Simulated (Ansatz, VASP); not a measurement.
One calculation of C, two programs

```xyz
2
Lattice="0.0000 1.7801 1.8157 1.7801 0.0000 1.8157 1.7801 1.7801 0.0000" Properties=species:S:1:pos:R:3 pbc="T T T"
C     0.0000    0.0000    0.0000
C     0.8901    0.8901    0.9079
```

Change from the starting cell: uniaxial_z strain +2.0%.

Alike in both runs: task single point; functional r2SCAN; k mesh 12 × 12 × 12; no spin polarisation.

```csv
,VASP,Ansatz
version,VASP 6.6.1,Ansatz 0.2.0
potentials or method,"VASP PAW PBE potentials, release 64 (C)","plane waves, PAW"
plane-wave cutoff (eV),520,500
occupations,"gaussian, width 0.01 eV",fixed
valence electrons in the cell,8,8
```

```csv
,VASP,Ansatz,Ansatz less VASP
gap on the k mesh at the Fermi level (eV),4.05,4.08,+0.029
pressure (GPa),-7.5,-8.6,-1.03
"traceless stress, the component that is largest in VASP (GPa)",-13.05,-13.07,-0.022
```

VASP's potentials were made for PBE, not for r2SCAN.
